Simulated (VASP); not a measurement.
Crystal: CuAu.

```xyz
2
Lattice="2.8000 0.0000 0.0000 0.0000 2.8000 0.0000 0.0000 0.0000 3.6700" Properties=species:S:1:pos:R:3 pbc="T T T"
Cu    1.4000    1.4000    1.8350
Au    0.0000    0.0000    0.0000
```

Base run:

* Program: VASP 6.6.1
* Functional: PBE
* Potentials or basis: VASP PAW PBE potentials, release 64 (Cu_sv_GW, Au_sv_GW)
* Cutoff: 610 eV
* k mesh: 13 × 13 × 10
* Occupations: fermi-dirac, width 0.05 eV
* Spin: no spin polarisation

Its results: band gap on the k mesh zero (bands 19 and 20 overlap by 6.46 eV); pressure 4.9 GPa.

The run is repeated on the same cell with these changes: functional from PBE to PBEsol. What comes out?

Band gap on the k mesh zero (bands 19 and 20 overlap by 6.41 eV); pressure -3.6 GPa.

PBEsol binds more tightly than PBE, so the same cell stands under less pressure.

Caveats: spin-orbit coupling is left out, which moves the levels of the heavy elements; the cell stands under pressure (at least some runs); the cell stands under tension (at least some runs); the PAW data sets were made with another functional, which shifts forces and pressure a little (at least some runs).
